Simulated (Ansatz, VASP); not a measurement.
**Two plane-wave programs on ZnS**

```xyz
4
Lattice="3.8450 0.0000 0.0000 -1.9225 3.3299 0.0000 0.0000 0.0000 6.3054" Properties=species:S:1:pos:R:3 pbc="T T T"
Zn    0.0000    2.2199    0.0015
Zn    1.9225    1.1100    3.1542
S     0.0000    2.2199    2.3630
S     1.9225    1.1100    5.5157
```

Alike in both runs: task single point; functional PBE; k mesh 6 × 6 × 4; no spin polarisation.

|  | VASP | Ansatz |
| --- | --- | --- |
| version | VASP 6.6.1 | Ansatz 0.2.0 |
| potentials or method | VASP PAW PBE potentials, release 64 (Zn, S) | plane waves, PAW |
| plane-wave cutoff (eV) | 520 | 420 |
| occupations | gaussian, width 0.01 eV | fixed |
| valence electrons in the cell | 36 | 36 |

|  | VASP | Ansatz | Ansatz less VASP |
| --- | --- | --- | --- |
| gap on the k mesh at the Fermi level (eV) | 2.08 | 2.08 | -0.003 |
| pressure (GPa) | 0.2 | 0.0 | -0.15 |
